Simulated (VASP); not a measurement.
# GaP (rocksalt type) (I4/mmm) in VASP: electric field gradients with PBE+D3(BJ)

Aim: the electric field gradients of GaP (rocksalt type) with PBE+D3(BJ).

Everything below comes from runs of VASP 6.6.1. Logs are shortened: lines on timing, memory, paths and dates and some standing lists are left out, and cuts for length are marked.

### 1 The cell of the first run

Symmetry: I4/mmm, No. 139, tetragonal system. Conventional cell: a = 3.725 Å, b = 3.725 Å, c = 4.954 Å, α = 90.00°, β = 90.00°, γ = 90.00°. Within 3.3 Å of Ga (site symmetry 4/mmm) lie 6 P at 2.48 to 2.63 Å. P (site symmetry 4/mmm) has 6 Ga at 2.48 to 2.63 Å within 3.3 Å.

### 2 Electric field gradients, PBE+D3(BJ)

INCAR reads:

```
PREC = Accurate
ENCUT = 520
EDIFF = 1E-8
ISMEAR = -1
SIGMA = 0.05
LREAL = False
LASPH = True
NELM = 100
ALGO = Normal
ISIF = 2
LWAVE = False
LCHARG = False
GGA = PE
IVDW = 12
LEFG = True
ISYM = 0
NBANDS = 16
```

KPOINTS reads:

```
Automatic mesh
0
Gamma
  12 12 12
  0.5 0.5 0.5
```

POSCAR reads:

```
GaP
1.0
    0.0000000000      2.6336787588      2.4772489364
    2.6336787588      0.0000000000      2.4772489364
    2.6336787588      2.6336787588      0.0000000000
Ga P
1 1
Direct
    0.0000000000      0.0000000000      0.0000000000
    0.5000000000      0.5000000000      0.5000000000
```

Potentials or basis: VASP PAW PBE potentials, release 64 (Ga_d, P).

Started as:

```console
$ cat potpaw_PBE.64/Ga_d/POTCAR potpaw_PBE.64/P/POTCAR > POTCAR
$ mpirun -np 1 vasp_std > vasp.out
```

OUTCAR:

```text
PREC = Accurate
   ENCUT = 520
   EDIFF = 1E-8
   ISMEAR = -1
   LREAL = False
   LASPH = True
   NELM = 100
   ISIF = 2
   GGA = PE
   IVDW = 12
   ISYM = 0
 IVDW          = 12

 ion  position               nearest neighbor table
   1  0.000  0.000  0.000-   2 2.48   2 2.48   2 2.63   2 2.63   2 2.63   2 2.63
   2  0.500  0.500  0.500-   1 2.48   1 2.48   1 2.63   1 2.63   1 2.63   1 2.63

IMPORTANT INFORMATION: All symmetrisations will be switched off!
NOSYMM: (Re-)initialisation of all symmetry stuff for point group C_1.

----------------------------------------------------------------------------------------

                                     Primitive cell

  volume of cell :      34.3657

  direct lattice vectors                    reciprocal lattice vectors
     0.000000000  2.633678759  2.477248936    -0.189848514  0.189848514  0.201836801
     2.633678759  0.000000000  2.477248936     0.189848514 -0.189848514  0.201836801
     2.633678759  2.633678759  0.000000000     0.189848514  0.189848514 -0.201836801

  length of vectors
     3.615663991  3.615663991  3.724584220     0.335891368  0.335891368  0.335891368

  position of ions in fractional coordinates (direct lattice)
     0.000000000  0.000000000  0.000000000
     0.500000000  0.500000000  0.500000000

  ion indices of the primitive-cell ions
   primitive index   ion index
                 1           1
                 2           2

----------------------------------------------------------------------------------------

 KPOINTS: Automatic mesh

Automatic generation of k-mesh.
 Grid dimensions read from file:
 generate k-points for:   12   12   12

 Generating k-lattice:

  Cartesian coordinates                     Fractional coordinates (reciprocal lattice)
    -0.015820710  0.015820710  0.016819733     0.083333333 -0.000000000  0.000000000
     0.015820710 -0.015820710  0.016819733    -0.000000000  0.083333333  0.000000000
     0.015820710  0.015820710 -0.016819733     0.000000000  0.000000000  0.083333333

  Length of vectors
     0.027990947  0.027990947  0.027990947

  Shift w.r.t. Gamma in fractional coordinates (k-lattice)
     0.500000000  0.500000000  0.500000000

 Subroutine IBZKPT returns following result:
 ===========================================

 Found   3456 irreducible k-points:

[... 86 lines left out ...]
  ext. energy  EPLUGINS =         0.00000000
  ---------------------------------------------------
  free energy    TOTEN  =        -8.28485031 eV

  energy without entropy =       -8.27643990  energy(sigma->0) =       -8.28064510

 E-fermi :   6.4018     XC(G=0): -10.9571

 val. band max:        6.4008626468   @ k =  -0.0833  -0.0833  -0.4583
 cond. band min:       6.4115698404   @ k =  -0.0417  -0.0417   0.2083
 fundamental gap:      0.0107071936
 Fermi energy:         6.4017862999

 k-point     1 :       0.0417    0.0417    0.0417
  band No.  band energies     occupation
      1      -8.2946      2.00000
      2      -8.2756      2.00000
      3      -8.2552      2.00000
      4      -8.2548      2.00000
      5      -8.2429      2.00000
      6      -6.7597      2.00000
[... 433 lines left out ...]
      3      -8.2563      2.00000
      4      -8.2283      2.00000
      5      -8.2247      2.00000
      6      -5.7426      2.00000
[... 8 lines left out ...]
     15      15.5056      0.00000
     16      16.5524      0.00000

 [... further k-points ...]

------------------------ aborting loop because EDIFF is reached ----------------------------------------

 Edisp (eV)   -0.74610

 E8    (eV) :    -0.3147

  FORCE on cell =-STRESS in cart. coord.  units (eV):
  Direction    XX          YY          ZZ          XY          YZ          ZX
  --------------------------------------------------------------------------------------
  -------------------------------------------------------------------------------------
  Total      -1.20011    -1.20011     0.53504     0.00001     0.00001     0.00001
  in kB     -55.95080   -55.95080    24.94416     0.00031     0.00029     0.00029
  external pressure =      -28.99 kB  Pullay stress =        0.00 kB

 VOLUME and BASIS-vectors are now :
 -----------------------------------------------------------------------------
  energy-cutoff  :      520.00
  volume of cell :       34.37
      direct lattice vectors                 reciprocal lattice vectors
     0.000000000  2.633678759  2.477248936    -0.189848514  0.189848514  0.201836801
     2.633678759  0.000000000  2.477248936     0.189848514 -0.189848514  0.201836801
     2.633678759  2.633678759  0.000000000     0.189848514  0.189848514 -0.201836801

 POSITION                                       TOTAL-FORCE (eV/Angst)
 -----------------------------------------------------------------------------------
      0.00000      0.00000      0.00000         0.000000      0.000000      0.000000
      2.63368      2.63368      2.47725        -0.000000     -0.000000     -0.000000
 -----------------------------------------------------------------------------------
    total drift:                                0.000000      0.000000      0.000000

  FREE ENERGIE OF THE ION-ELECTRON SYSTEM (eV)
  ---------------------------------------------------
  free  energy   TOTEN  =        -9.0309467717 eV

  energy  without entropy=       -9.0225363652  energy(sigma->0) =       -9.02674157

 Electric field gradients (V/A^2)
---------------------------------------------------------------------
 ion       V_xx      V_yy      V_zz      V_xy      V_xz      V_yz
---------------------------------------------------------------------
   1      17.091    17.091   -34.183     0.001    -0.004    -0.004
   2       0.585     0.585    -1.169     0.000    -0.000    -0.000
---------------------------------------------------------------------

 Electric field gradients after diagonalization (V/A^2)
 (convention: |V_zz| > |V_xx| > |V_yy|)
----------------------------------------------------------------------
 ion       V_xx      V_yy      V_zz     asymmetry (V_yy - V_xx)/ V_zz
----------------------------------------------------------------------
   1      17.092    17.091   -34.183       0.000
   2       0.585     0.585    -1.169       0.000
----------------------------------------------------------------------

           NMR quadrupolar parameters

 Cq : quadrupolar parameter    Cq=e*Q*V_zz/h
 eta: asymmetry parameters     (V_yy - V_xx)/ V_zz
 Q  : nuclear electric quadrupole moment in mb (millibarn)
----------------------------------------------------------------------
 ion       Cq(MHz)       eta       Q (mb)
----------------------------------------------------------------------
   1      -0.083       0.000       1.000
   2      -0.003       0.000       1.000
----------------------------------------------------------------------
```

OSZICAR:

```text
N       E                     dE             d eps       ncg     rms          rms(c)
DAV:   1     0.763972010253E+02    0.76397E+02   -0.89857E+03116976   0.171E+03
DAV:   2    -0.304925550482E+01   -0.79446E+02   -0.75710E+02127584   0.309E+02
DAV:   3    -0.838205229442E+01   -0.53328E+01   -0.52878E+01138968   0.612E+01
DAV:   4    -0.845448845083E+01   -0.72436E-01   -0.72406E-01135792   0.749E+00
DAV:   5    -0.845582512469E+01   -0.13367E-02   -0.13366E-02143976   0.938E-01    0.368E+00
DAV:   6    -0.829103437781E+01    0.16479E+00   -0.29979E-01158512   0.101E+01    0.231E+00
DAV:   7    -0.828449933476E+01    0.65350E-02   -0.44982E-02149736   0.148E+00    0.102E+00
DAV:   8    -0.828479388936E+01   -0.29455E-03   -0.49639E-03141096   0.916E-01    0.102E-01
DAV:   9    -0.828483822634E+01   -0.44337E-04   -0.47022E-04151744   0.344E-01    0.695E-02
DAV:  10    -0.828484169439E+01   -0.34680E-05   -0.28043E-05141584   0.495E-02    0.278E-02
DAV:  11    -0.828485059257E+01   -0.88982E-05   -0.11613E-05138296   0.419E-02    0.508E-03
DAV:  12    -0.828485045129E+01    0.14128E-06   -0.65160E-07133896   0.671E-03    0.731E-04
DAV:  13    -0.828485031301E+01    0.13828E-06   -0.67833E-08146152   0.249E-03    0.632E-04
DAV:  14    -0.828485030601E+01    0.70004E-08   -0.26754E-09 89560   0.682E-04
   1 F= -.90309468E+01 E0= -.90267416E+01  d E =-.841041E-02
```

Wall time 83 min (1 thread of Intel Xeon 8259CL, shared host); peak memory 1.7 GiB.

What came out:

```yaml
Free_energy: -9.0309 eV
Pressure: -2.9 GPa
Band_gap_on_the_k_mesh: zero (bands 9 and 10 overlap by 3.14 eV)
Largest_electric_field_gradient_by_atom: Ga -34.2; P -1.2 V/Å²
Dispersion_energy_per_atom: -0.373 eV
```

Stress tensor (GPa, compression positive):
```
-5.60  0.00  0.00
 0.00 -5.60  0.00
 0.00  0.00  2.49
```

Electric field gradients, principal values (V/Å²):
```tsv
atom	least	middle	greatest (by size)
1 Ga	17.091	17.092	-34.183
2 P	0.585	0.585	-1.169
```

Caveat: three body term missing; the stress differs along the axes, from -6 to 2 GPa; without QUAD_EFG the Cq values of the log hold for a quadrupole moment of 1 mb, not for the nuclei.
